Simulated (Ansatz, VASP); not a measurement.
## Two plane-wave programs on Si2W

```xyz
3
Lattice="-1.6104 1.6104 4.4293 1.6104 -1.6104 4.4293 1.6104 1.6104 -4.4293" Properties=species:S:1:pos:R:3 pbc="T T T"
Si    0.0000    0.0000    2.9638
Si    0.0000    0.0000    5.8947
W     0.0000    0.0000    0.0000
```

Alike in both runs: task single point; functional PBE; k mesh 18 × 18 × 18; occupations gaussian, width 0.15 eV; no spin polarisation.

|  | VASP | Ansatz |
| --- | --- | --- |
| version | VASP 6.6.1 | Ansatz 0.2.0 |
| potentials or method | VASP PAW PBE potentials, release 64 (Si, W_sv), cutoff 520 eV | scalar-relativistic, plane waves, PAW |
| valence electrons in the cell | 22 | 22 |

|  | VASP | Ansatz | Ansatz less VASP |
| --- | --- | --- | --- |
| gap on the k mesh at the Fermi level (eV) | none | none | - |
| pressure (GPa) | -18.0 | -18.0 | -0.03 |
| traceless stress, the component that is largest in VASP (GPa) | -19.40 | -19.37 | +0.029 |
| rms of the force components (eV/Å) | 0.247 | 0.249 | +0.0022 |

Atom by atom the forces differ by 0.002 eV/Å (rms over components). A gap of «none» marks a metal or a gap that the smearing closes.

Neither program's run includes spin-orbit coupling.
